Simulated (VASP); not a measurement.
Wanted: the native input for a VASP 6.6.1 run.

- Task: single point
- Functional: BLYP
- Dispersion: D3(BJ)
- Potentials or basis: VASP PAW PBE potentials, release 64 (Be, S)
- Cutoff: 600 eV
- k mesh: 8 × 8 × 8
- Occupations: gaussian, width 0.05 eV
- Spin: no spin polarisation
- Dipole correction: no
- Further INCAR settings: ALGO = Normal; EDIFF = 1e-06; NBANDS = 11

The structure of BeS lies in POSCAR:

```
BeS
1.0
    0.0000000000      2.3669810689      2.3669810689
    2.3669810689      0.0000000000      2.3669810689
    2.3669810689      2.3669810689      0.0000000000
Be S
1 1
Direct
    0.0000000000      0.0000000000      0.0000000000
    0.7500000000      0.7500000000      0.7500000000
```

These files were run (other wordings do the same):

INCAR

```
PREC = Accurate ; ENCUT = 600
EDIFF = 1E-6 ; ISMEAR = 0
SIGMA = 0.05 ; LREAL = F
LASPH = T ; NELM = 120
ALGO = Normal ; ISIF = 2
LWAVE = F ; LCHARG = T
GGA = B5 ; ALDAX = 1.0
AGGAX = 1.0 ; AGGAC = 1.0
ALDAC = 0.0 ; IVDW = 12
VDW_S6 = 1.0 ; VDW_S8 = 2.6996
VDW_A1 = 0.4298 ; VDW_A2 = 4.2359
LELF = T ; LVHAR = T
NBANDS = 11 ; GGA_COMPAT = F
```

KPOINTS

```
Automatic mesh
0
Gamma
  8 8 8
```

Potentials or basis: VASP PAW PBE potentials, release 64 (Be, S).

Command:

```console
$ cat potpaw_PBE.64/Be/POTCAR potpaw_PBE.64/S/POTCAR > POTCAR
$ mpirun -np 1 vasp_std > vasp.out
```

It gave:

- Pressure: 4.2 GPa
- Band gap on the k mesh: 3.25 eV (least direct gap 5.76 eV)
- Dispersion energy per atom: -0.682 eV

Caveat: the cell stands under pressure; the PAW data sets were made with another functional, which shifts forces and pressure a little.

Run time: 34 s on 1 thread of Intel Xeon 8259CL, on a shared host, peak memory 0.16 GiB.
